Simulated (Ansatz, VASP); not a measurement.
# SnO: VASP beside Ansatz

```
CELL_PARAMETERS angstrom
3.82056 -0.00001 0.00000
0.00001 3.82056 0.00000
0.00000 0.00000 22.22811
ATOMIC_POSITIONS crystal
Sn 0.75000 0.25000 0.20245
Sn 0.25000 0.75000 0.30880
Sn 0.62500 0.12500 0.50000
Sn 0.12500 0.62500 0.60635
O 0.25000 0.25000 0.25562
O 0.75000 0.75000 0.25562
O 0.12500 0.12500 0.55318
O 0.62500 0.62500 0.55318
```

Alike in both runs: task single point; functional PBE; dispersion D3(BJ); k mesh 7 × 7 × 1; occupations gaussian, width 0.05 eV; no spin polarisation.

|  | VASP | Ansatz |
| --- | --- | --- |
| version | VASP 6.6.1 | Ansatz 0.2.0 |
| potentials or method | VASP PAW PBE potentials, release 64 (Sn_d, O), cutoff 520 eV | scalar-relativistic, plane waves, PAW |
| valence electrons in the cell | 80 | 80 |

|  | VASP | Ansatz | Ansatz less VASP |
| --- | --- | --- | --- |
| gap on the k mesh at the Fermi level (eV) | 2.57 | 2.62 | +0.042 |
| least direct gap on the mesh (eV) | 2.59 | 2.63 | +0.040 |
| rms of the force components (eV/Å) | 0.051 | 0.024 | -0.0275 |
